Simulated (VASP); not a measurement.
Write the native input for VASP 6.6.1 that does the following.

- Task: single point
- Functional: PBEsol
- Potentials or basis: VASP PAW PBE potentials, release 64 (Ta_pv, F)
- Cutoff: 520 eV
- k mesh: 14 × 14 × 14
- Occupations: gaussian, width 0.15 eV
- Spin: no spin polarisation
- Dipole correction: no
- Further INCAR settings: ALGO = Normal; EDIFF = 1e-06; NBANDS = 24

The structure of TaF3 lies in POSCAR:

```
TaF3
1.0
    3.9159144063      0.2447446504      0.2447446504
    0.2447446504      3.9159144063      0.2447446504
    0.2447446504      0.2447446504      3.9159144063
Ta F
1 3
Direct
    0.0000000000      0.0000000000      0.0000000000
    0.5000000000      0.0000000000      0.0000000000
    0.0000000000      0.5000000000      0.0000000000
    0.0000000000      0.0000000000      0.5000000000
```

This cell differs from its parent crystal: ratio of the length along [111] to the lengths across it x 1.2, volume and fractional coordinates fixed.

One way to write it, as run:

INCAR

```
SYSTEM = TaF3
PREC     = Accurate       ! precision mode
ENCUT    = 520            ! plane-wave cutoff, eV
EDIFF    = 1E-6           ! SCF threshold, eV
ISMEAR   = 0              ! smearing method
SIGMA    = 0.15           ! smearing width, eV
LREAL    = .False.        ! projectors in reciprocal space
LASPH    = .True.         ! aspherical terms in the spheres
NELM     = 80             ! most SCF steps
ALGO     = Normal         ! electronic algorithm
ISIF     = 2              ! what is computed and relaxed
LWAVE    = .False.        ! write WAVECAR
LCHARG   = .False.        ! write CHGCAR
GGA      = PS             ! functional
NBANDS   = 24             ! bands
```

KPOINTS

```
Automatic mesh
0
Gamma
  14 14 14
  0 0 0
```

Potentials or basis: VASP PAW PBE potentials, release 64 (Ta_pv, F).

Command:

```bash
$ cat potpaw_PBE.64/Ta_pv/POTCAR potpaw_PBE.64/F/POTCAR > POTCAR
$ mpirun -np 1 vasp_std > vasp.out
```

It gave:

```json
{
  "Pressure": "15.8 GPa",
  "Band gap on the k mesh": "zero (band 16 reaches 6.06 eV, above the bottom of band 17 at 3.27 eV)"
}
```

Caveat: the PAW data sets were made with another functional, which shifts forces and pressure a little; spin-orbit coupling is left out, which moves the levels of the heavy elements.

Wall time 10 min on 1 thread of AMD EPYC 7R13 (shared host), peak memory 0.41 GiB.
